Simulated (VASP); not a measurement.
Input of a VASP 6.6.1 run:

POSCAR

```
LiF
1.0
    2.7757075659      0.0000000000      0.0000000000
   -1.3878537829      2.4038332655      0.0000000000
    0.0000000000      0.0000000000      4.7826938440
Li F
2 2
Direct
    0.0000000000      0.0000000000      0.0000000000
    0.0000000000      0.0000000000      0.5000000000
    0.3333333333      0.6666666667      0.2500000000
    0.6666666667      0.3333333333      0.7500000000
```

File INCAR.step1:

```
PREC = Accurate
ENCUT = 520
EDIFF = 1E-5
ISMEAR = 0
SIGMA = 0.01
LREAL = False
LASPH = True
NELM = 80
ALGO = Normal
ISIF = 2
LWAVE = True
LCHARG = False
NBANDS = 18
GGA = PE
```

Contents of INCAR.step2:

```
PREC = Accurate
ENCUT = 520
EDIFF = 1E-7
ISMEAR = 0
SIGMA = 0.01
LREAL = False
LASPH = True
NELM = 80
ALGO = Normal
ISIF = 2
LWAVE = False
LCHARG = False
GGA = PE
LHFCALC = True
HFSCREEN = 0.2079
PRECFOCK = Normal
NBANDS = 18
ISTART = 1
```

Contents of KPOINTS:

```
Automatic mesh
0
Gamma
  6 6 2
```

Potentials or basis: VASP PAW PBE potentials, release 64 (Li_sv, F).

Run with:

```console
$ cat potpaw_PBE.64/Li_sv/POTCAR potpaw_PBE.64/F/POTCAR > POTCAR
$ cp INCAR.step1 INCAR
$ mpirun -np 1 vasp_std > vasp.out
$ cp INCAR.step2 INCAR
$ mpirun -np 1 vasp_std > vasp.out
```

Task: Estimate the band gap on the k mesh.

Result: 11.53 eV.

Caveat: the k points lie up to 0.66 Å⁻¹ apart.
